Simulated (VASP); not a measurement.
# FeSi (Pm-3m) in VASP: notebook, part 2 of 2

VASP 6.6.1. Earlier steps stand in the parts before.

## (5) Single point, PBEsol (volume scaled by 0.840)

Input file INCAR:

```
PREC     = Accurate       # precision mode
ENCUT    = 520            # plane-wave cutoff, eV
EDIFF    = 1E-6           # SCF threshold, eV
ISMEAR   = 0              # smearing method
SIGMA    = 0.05           # smearing width, eV
LREAL    = False          # projectors in reciprocal space
LASPH    = True           # aspherical terms in the spheres
NELM     = 60             # most SCF steps
ALGO     = Normal         # electronic algorithm
ISIF     = 2              # what is computed and relaxed
LWAVE    = False          # write WAVECAR
LCHARG   = False          # write CHGCAR
GGA      = PS             # functional
NBANDS   = 13             # bands
```

Input file KPOINTS:

```
Automatic mesh
0
Gamma
  18 18 18
```

Input file POSCAR:

```
FeSi
1.0
    2.5777887352      0.0000000000      0.0000000000
    0.0000000000      2.5777887352      0.0000000000
    0.0000000000      0.0000000000      2.5777887352
Fe Si
1 1
Direct
    0.0000000000      0.0000000000      0.0000000000
    0.5000000000      0.5000000000      0.5000000000
```

Run with:

```sh
$ cat potpaw_PBE.64/Fe/POTCAR potpaw_PBE.64/Si/POTCAR > POTCAR
$ mpirun -np 1 vasp_std > vasp.out
```

It took 13 s on 1 thread of Intel Xeon 6975P-C (Granite Rapids), shared host; peak memory 0.17 GiB.

The run converged. Its results:

```
Free energy            : -15.3531 eV
Pressure               : 68.2 GPa
Band gap on the k mesh : zero (band 6 reaches 14.73 eV, above the bottom of band 7 at 14.11 eV)
```

Levels at points of the mesh, in eV from the Fermi level:
| k point | band 3 | band 4 | band 5 | band 6 | band 7 | band 8 | band 9 | band 10 |
| --- | --- | --- | --- | --- | --- | --- | --- | --- |
| (0.00, 0.00, 0.00) | -5.33 | -1.21 | -1.21 | -1.21 | 3.98 | 3.98 | 3.98 | 8.69 |
| (0.50, 0.00, 0.00) | -4.05 | -3.20 | -3.20 | -0.94 | 0.44 | 6.23 | 10.68 | 10.68 |
| (0.50, 0.50, 0.00) | -6.05 | -5.11 | -2.60 | -2.60 | -0.05 | 3.42 | 3.61 | 10.17 |
| (0.50, 0.50, 0.50) | -7.64 | -0.09 | 0.03 | 0.03 | 1.40 | 1.40 | 1.40 | 5.54 |

Caveat: the cell differs from its parent crystal (volume scaled by 0.840); the PAW data sets were made with another functional, which shifts forces and pressure a little.

## (6) Relaxation of cell and atoms, PBEsol

This run uses another cell than the first one, of 10.19 Å³/atom, 1.315 times its volume.

Input file INCAR:

```
SYSTEM = FeSi
  PREC = Accurate
  ENCUT = 600
  EDIFF = 1E-6
  ISMEAR = 0
  SIGMA = 0.05
  LREAL = .False.
  LASPH = .True.
  NELM = 80
  ALGO = Normal
  ISIF = 3
  LWAVE = .False.
  LCHARG = .False.
  GGA = PS
  IBRION = 2
  NSW = 50
  EDIFFG = -0.01
```

Input file KPOINTS:

```
regular mesh
0
Gamma
  16 16 16
  0 0 0
```

Input file POSCAR:

```
FeSi
1.0
    2.7315396637      0.0000000000      0.0000000000
    0.0000000000      2.7315396637      0.0000000000
    0.0000000000      0.0000000000      2.7315396637
Fe Si
1 1
Direct
    0.0000000000      0.0000000000      0.0000000000
    0.5000000000      0.5000000000      0.5000000000
```

Potentials or basis: VASP PAW PBE potentials, release 64 (Fe, Si).

Run with:

```sh
$ cat potpaw_PBE.64/Fe/POTCAR potpaw_PBE.64/Si/POTCAR > POTCAR
$ mpirun -np 1 vasp_std > vasp.out
```

OUTCAR:

```text
SYSTEM = FeSi
   PREC = Accurate
   ENCUT = 600
   EDIFF = 1E-6
   ISMEAR = 0
   LREAL = .False.
   LASPH = .True.
   NELM = 80
   ISIF = 3
   GGA = PS
   IBRION = 2
   NSW = 50
   EDIFFG = -0.01

 ion  position               nearest neighbor table
   1  0.000  0.000  0.000-   2 2.37   2 2.37   2 2.37   2 2.37   2 2.37   2 2.37   2 2.37   2 2.37

   2  0.500  0.500  0.500-   1 2.37   1 2.37   1 2.37   1 2.37   1 2.37   1 2.37   1 2.37   1 2.37

  LATTYP: Found a simple cubic cell.
 ALAT       =     2.7315396637

  Lattice vectors:

 A1 = (   2.7315396637,   0.0000000000,   0.0000000000)
 A2 = (   0.0000000000,   2.7315396637,   0.0000000000)
 A3 = (   0.0000000000,   0.0000000000,   2.7315396637)

Analysis of symmetry for initial positions (statically):
=====================================================================
 Subroutine PRICEL returns:
 Original cell was already a primitive cell.

 Routine SETGRP: Setting up the symmetry group for a
 simple cubic supercell.

 Subroutine GETGRP returns: Found 48 space group operations
 (whereof 48 operations were pure point group operations)
 out of a pool of 48 trial point group operations.

The static configuration has the point symmetry O_h .

Analysis of symmetry for dynamics (positions and initial velocities):
[... 169 lines left out ...]
  Total        0.0839241      0.0839241      0.0839241     -0.0000000     -0.0000000      0.0000000
  in kB        6.5974258      6.5974258      6.5974258     -0.0000000     -0.0000000      0.0000000
  external PRESSURE =       6.5974258 kB  Pullay stress =       0.0000000 kB
[... 59 lines left out ...]
--------------------------------------- Ionic step        3  -------------------------------------------

 number of electron      11.9999997 magnetization

 Free energy of the ion-electron system (eV)
  ---------------------------------------------------
  ext. energy  EPLUGINS =         0.00000000
  ---------------------------------------------------
  free energy    TOTEN  =       -15.94815046 eV

  energy without entropy =      -15.94732395  energy(sigma->0) =      -15.94773720

 E-fermi :  11.3261     XC(G=0): -13.2940

 val. band max:       11.3074855858   @ k =   0.4375   0.4375   0.3750
 cond. band min:      11.3276099584   @ k =   0.5000   0.5000   0.0000
 fundamental gap:      0.0201243726
 Fermi energy:        11.3260826885

 k-point     1 :       0.0000    0.0000    0.0000
  band No.  band energies     occupation
      1      -3.1759      2.00000
      2       7.3172      2.00000
      3       7.3172      2.00000
      4      10.4588      2.00000
      5      10.4588      2.00000
      6      10.4588      2.00000
      7      14.7045      0.00000
      8      14.7045      0.00000
      9      14.7045      0.00000
     10      19.4981      0.00000
[... 287 lines left out ...]
 k-point    24 :       0.5000    0.1250    0.0000
  band No.  band energies     occupation
      1       1.0770      2.00000
      2       2.6684      2.00000
      3       8.3600      2.00000
      4       8.5187      2.00000
      5       8.9317      2.00000
      6      10.4455      2.00000
      7      11.6510      0.00000
      8      16.9128      0.00000
      9      19.4127      0.00000
     10      20.2754      0.00000

 [... further k-points ...]
[... 5 lines left out ...]
  --------------------------------------------------------------------------------------
  -------------------------------------------------------------------------------------
  Total        0.0008978      0.0008978      0.0008978      0.0000000     -0.0000000     -0.0000000
  in kB        0.0703842      0.0703842      0.0703842      0.0000000     -0.0000000     -0.0000000
  external PRESSURE =       0.0703842 kB  Pullay stress =       0.0000000 kB
[... 17 lines left out ...]
  FREE ENERGIE OF THE ION-ELECTRON SYSTEM (eV)
  ---------------------------------------------------
  free  energy   TOTEN  =       -15.9481504609 eV

  energy  without entropy=      -15.9473239461  energy(sigma->0) =      -15.94773720

 reached required accuracy - stopping structural energy minimisation
```

OSZICAR:

```text
N       E                     dE             d eps       ncg     rms          rms(c)
DAV:   1     0.437500315699E+02    0.43750E+02   -0.65631E+03  3348   0.152E+03
DAV:   2    -0.157516182064E+02   -0.59502E+02   -0.55949E+02  3310   0.216E+02
[... 21 lines left out ...]
       N       E                     dE             d eps       ncg     rms          rms(c)
DAV:   1    -0.159494461897E+02   -0.14714E-02   -0.23007E-02  3624   0.305E+00    0.362E-01
DAV:   2    -0.159513166170E+02   -0.18704E-02   -0.39934E-02  4074   0.340E+00    0.474E-01
DAV:   3    -0.159482037804E+02    0.31128E-02   -0.17254E-02  4078   0.222E+00    0.660E-02
DAV:   4    -0.159481504451E+02    0.53335E-04   -0.20863E-04  3768   0.186E-01    0.880E-03
DAV:   5    -0.159481504609E+02   -0.15817E-07   -0.34321E-06  3364   0.223E-02
   3 F= -.15948150E+02 E0= -.15947737E+02  d E =-.114682E-03
```

Run time: 20 s. Hardware: 1 thread of Intel Xeon 6975P-C (Granite Rapids), shared host; peak memory 0.18 GiB.

What came out:

```yaml
Free_energy: -15.9482 eV
Relaxed_volume: 10.22 Å³/atom
Relaxed_cell: a = 2.734 Å, b = 2.734 Å, c = 2.734 Å, α = 90.00°, β = 90.00°, γ = 90.00°
Space_group_after_relaxing_to_0.05_Å: Pm-3m (No. 221)
Energy_gained_by_relaxing: 0.1 meV/atom
Ionic_steps: 3
Pressure_after_relaxing: 0.0 GPa
Band_gap_on_the_k_mesh: zero (band 6 reaches 11.46 eV, above the bottom of band 7 at 11.31 eV)
```

The path:
```
step  energy change (eV)  largest force (eV/Å)  pressure (GPa)  volume (Å³)
   1              0.0000                0.0000            0.66        20.38
   2              0.0001                0.0000           -0.83        20.50
   3             -0.0001                0.0000            0.01        20.44
```

Final structure:
```xyz
2
Lattice="2.7340 0.0000 0.0000 0.0000 2.7340 0.0000 0.0000 0.0000 2.7340" Properties=species:S:1:pos:R:3 pbc="T T T"
Fe    0.0000    0.0000    0.0000
Si    1.3670    1.3670    1.3670
```

Caveat: the PAW data sets were made with another functional, which shifts forces and pressure a little. Spin polarisation is off, so any magnetic state and its effect on volume and gap are missing.

## (7) Overview

```csv
task,cell,k mesh,cutoff (eV),gap on the mesh (eV),pressure (GPa)
single point,"a = 2.493 Å, 2 atoms",18 × 18 × 18,520,none,134.8
single point,"a = 2.768 Å, 2 atoms",16 × 16 × 16,520,none,-9.0
single point,"a = 2.536 Å, 2 atoms",18 × 18 × 18,520,none,97.6
single point,"a = 2.578 Å, 2 atoms",18 × 18 × 18,520,none,68.2
relaxation of cell and atoms,"relaxed from a = 2.732 Å, 2 atoms",16 × 16 × 16,600,none,0.0
```

Alike in all rows: level PBEsol; potentials or basis VASP PAW PBE potentials, release 64 (Fe, Si); no spin polarisation; smearing gaussian 0.05 eV.

Caveats: the PAW data sets were made with another functional, which shifts forces and pressure a little.

Total energies depend on the potentials used, so only differences within one code and one set of settings carry meaning.
